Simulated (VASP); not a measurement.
Runs of VASP 6.6.1 on BN. The structure is that of space group Fmm2 (No. 42), or close to it. The cells are those of the table. 

| cell | gap on the mesh (eV) | pressure (GPa) | largest force (eV/Å) |
| --- | --- | --- | --- |
| a = 4.041, b = 2.512, c = 3.601 Å, angles 80.6, 37.8, 61.6°, 2 atoms | 3.56 | 7.2 | 0.58 |
| a = 4.103, b = 2.549, c = 3.657 Å, angles 80.6, 37.8, 61.6°, 2 atoms | 3.56 | -3.6 | 0.42 |
| a = 4.129, b = 2.530, c = 3.713 Å, angles 80.4, 37.2, 62.4°, 2 atoms | 3.74 | -4.0 | 0.15 |
| a = 4.095, b = 2.474, c = 3.713 Å, angles 80.2, 36.5, 63.3°, 2 atoms | 3.96 | 6.3 | 0.24 |
| a = 4.078, b = 2.446, c = 3.713 Å, angles 80.1, 36.2, 63.7°, 2 atoms | 4.07 | 12.3 | 0.54 |
| a = 4.059, b = 2.540, c = 3.601 Å, angles 80.7, 38.1, 61.1°, 2 atoms | 3.46 | 2.1 | 0.65 |
| a = 4.006, b = 2.455, c = 3.601 Å, angles 80.4, 37.2, 62.4°, 2 atoms | 3.78 | 19.0 | 0.26 |
| a = 4.123, b = 2.455, c = 3.768 Å, angles 80.0, 35.9, 64.1°, 2 atoms | 4.12 | 6.7 | 0.74 |
| a = 3.989, b = 2.427, c = 3.601 Å, angles 80.3, 36.8, 62.9°, 2 atoms | 3.89 | (a) | 0.01 |
| a = 4.068, b = 2.492, c = 3.657 Å, angles 80.4, 37.2, 62.4°, 2 atoms | (b) | 6.5 | 0.20 |
| a = 4.033, b = 2.436, c = 3.657 Å, angles 80.2, 36.5, 63.3°, 2 atoms | 3.99 | 18.6 | 0.30 |
| a = 4.023, b = 2.483, c = 3.601 Å, angles 80.5, 37.5, 62.0°, 2 atoms | 3.66 | 12.8 | 0.46 |

Alike in all rows: task single point; level PBE+D3(BJ); potentials or basis VASP PAW PBE potentials, release 64 (B, N); no spin polarisation; k mesh 12 × 12 × 12; cutoff (eV) 520; smearing gaussian 0.05 eV.

Task: Fill in the values left out.

Result: (a) 25.9; (b) 3.76.

A k mesh can miss the band edges.
